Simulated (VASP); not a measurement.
Input of a VASP 6.6.1 run:

The input POSCAR:

```
SnO
1.0
    3.3031148417      0.0000000000      0.0000000000
    0.0000000000      5.7577050573      0.0000000000
    0.0000000000      0.0000000000      4.0008070726
Sn O
2 2
Direct
    0.0000000000      0.2294420242      0.5172649377
    0.5000000000      0.7705579758      0.0172649377
    0.0000000000      0.8935339404      0.7327360623
    0.5000000000      0.1064660596      0.2327360623
```

INCAR.step1

```
PREC = Accurate ; ENCUT = 500
EDIFF = 1E-8 ; ISMEAR = 0
SIGMA = 0.01 ; LREAL = F
LASPH = T ; NELM = 60
ALGO = Normal ; LWAVE = T
LCHARG = F
```

The input INCAR.step2:

```
PREC = Accurate ; ENCUT = 500
EDIFF = 1E-8 ; ISMEAR = 0
SIGMA = 0.01 ; LREAL = F
LASPH = T ; NELM = 1
ALGO = Exact ; LWAVE = T
LCHARG = F ; NBANDS = 306
LOPTICS = T ; ISTART = 1
```

Contents of INCAR.step3:

```
PREC = Accurate ; ENCUT = 500
EDIFF = 1E-8 ; ISMEAR = 0
SIGMA = 0.01 ; LREAL = F
LASPH = T ; ALGO = EVGW0
LWAVE = F ; LCHARG = F
NELMGW = 1 ; NBANDS = 306
ENCUTGW = 140.0 ; NOMEGA = 96
PRECFOCK = Fast ; ISTART = 1
NBANDSGW = 28 ; OMEGAMAX = 20
```

Contents of KPOINTS:

```
Automatic mesh
0
Gamma
  4 2 4
```

Potentials or basis: VASP PAW LDA potentials, release 64 (Sn_d_GW, O_GW).

Run with:

```bash
$ cat potpaw_LDA.64/Sn_d_GW/POTCAR potpaw_LDA.64/O_GW/POTCAR > POTCAR
$ cp INCAR.step1 INCAR
$ mpirun -np 1 vasp_std > vasp.out
$ cp INCAR.step2 INCAR
$ mpirun -np 1 vasp_std > vasp.out
$ cp INCAR.step3 INCAR
$ mpirun -np 1 vasp_std > vasp.out
```

Task: Predict the quasiparticle gap.

Result: 2.71 eV.

Task: What does it give for the least direct quasiparticle gap?

Result: 3.53 eV.

Task: Estimate the least direct gap of the starting levels on the mesh.

Result: 2.65 eV.

Task: What does it give for the band gap of the starting levels on the mesh?

Result: 1.89 eV.

Caveat: the k points lie up to 0.55 Å⁻¹ apart; bands, screening cutoff and mesh are small and nothing is extrapolated, so the quasiparticle values aren't converged; spin-orbit coupling is left out, which moves the levels of the heavy elements.
